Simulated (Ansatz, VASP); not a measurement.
## Te2Mo in VASP and in Ansatz

```
CELL_PARAMETERS angstrom
3.84505 0.00000 0.00000
-1.92253 3.32991 0.00000
0.00000 0.00000 18.22502
ATOMIC_POSITIONS crystal
Te 0.33333 0.66667 0.89786
Te 0.33333 0.66667 0.10214
Mo 0.00000 0.00000 0.00000
```

Change from the starting cell: strain +0.080 along x and y, +0.040 along z, atoms carried along.

Alike in both runs: task single point; functional LDA; k mesh 12 × 12 × 2; occupations gaussian, width 0.05 eV; no spin polarisation.

```csv
,VASP,Ansatz
version,VASP 6.6.1,Ansatz 0.2.0
potentials or method,"VASP PAW LDA potentials, release 64 (Te, Mo_sv), cutoff 520 eV","scalar-relativistic, plane waves, PAW"
valence electrons in the cell,26,46
```

Ansatz gave:

| Property | Result |
| --- | --- |
| gap on the k mesh at the Fermi level (eV) | 0.70 |
| least direct gap on the mesh (eV) | 0.70 |
| rms of the force components (eV/Å) | 0.974 |

**Question.** What did VASP give for the same quantities?

**Answer.** gap on the k mesh at the Fermi level (eV): 0.70; least direct gap on the mesh (eV): 0.70; rms of the force components (eV/Å): 0.960.

LDA's correlation is that of Perdew and Zunger in VASP and of Perdew and Wang (1992) in Ansatz. Atom by atom the forces differ by 0.014 eV/Å (rms over components). VASP's potentials hold 26 valence electrons a cell and Ansatz's 46, so a difference there can come from the potentials and not from the codes.

Spin-orbit coupling is off throughout.
